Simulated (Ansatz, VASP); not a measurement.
## One calculation of Zr2SbN, two programs

INCAR

```
SYSTEM = Zr2SbN
PREC = Accurate
ENCUT = 600
EDIFF = 1E-7
ISMEAR = -1
SIGMA = 0.15
LREAL = .False.
LASPH = .True.
NELM = 60
ALGO = Normal
ISIF = 3
LWAVE = .False.
LCHARG = .False.
IBRION = 2
NSW = 80
EDIFFG = -0.001
```

KPOINTS

```
regular mesh
0
Gamma
  12 12 8
  0 0 0
```

Contents of POSCAR:

```
Zr2SbN
1.0
    3.7212058659      0.0000000000      0.0000000000
    0.0000000000      3.7212058659      0.0000000000
    0.0000000000      0.0000000000      5.2940028444
Zr Sb N
2 1 1
Direct
    0.0000000000      0.0000000000      0.0000000000
    0.5000000000      0.5000000000      0.5000000000
    0.0000000000      0.0000000000      0.5000000000
    0.5000000000      0.5000000000      0.0000000000
```

Input for Ansatz:

```yaml
crystal:
  lattice:
    - [3.7212058659, 0.0, 0.0]
    - [0.0, 3.7212058659, 0.0]
    - [0.0, 0.0, 5.2940028444]
  atoms:
    - { symbol: Zr, position: [0.0, 0.0, 0.0] }
    - { symbol: Zr, position: [0.5, 0.5, 0.5] }
    - { symbol: Sb, position: [0.0, 0.0, 0.5] }
    - { symbol: "N", position: [0.5, 0.5, 0.0] }
basis:
  ecutwfc: 420
kpoints:
  mp_grid: { grid: [12, 12, 8] }
hamiltonian:
  xc: lda
scf:
  occupations: { method: fermi_dirac, width: 0.15 }
output:
  forces: true
  stress: true
  eigenvalues: true
relax:
  adjacent_minimum: "off"
  f_tol: 0.001
  max_steps: 60
  cell: { stress_tol: 0.01 }
```

Alike in both runs: task relaxation of cell and atoms; functional LDA; k mesh 12 × 12 × 8; occupations fermi-dirac, width 0.15 eV; no spin polarisation.

|  | VASP | Ansatz |
| --- | --- | --- |
| version | VASP 6.6.1 | Ansatz 0.2.0 |
| potentials or method | VASP PAW LDA potentials, release 64 (Zr_sv, Sb, N), cutoff 600 eV | scalar-relativistic, plane waves, PAW |
| valence electrons in the cell | 34 | 44 |

```tsv
	VASP	Ansatz	Ansatz less VASP
gap on the k mesh at the Fermi level, each at its own relaxed structure (eV)	none	none	-
relaxed volume (Å³/atom)	18.40	18.35	-0.045
relaxed cell length with the largest relative difference (Å)	5.301	5.295	-0.0058
```

LDA's correlation is that of Perdew and Zunger in VASP and of Perdew and Wang (1992) in Ansatz. A gap of «none» marks a metal or a gap that the smearing closes. VASP's potentials hold 34 valence electrons a cell and Ansatz's 44, so a difference there can come from the potentials and not from the codes.

Spin-orbit coupling is off throughout.
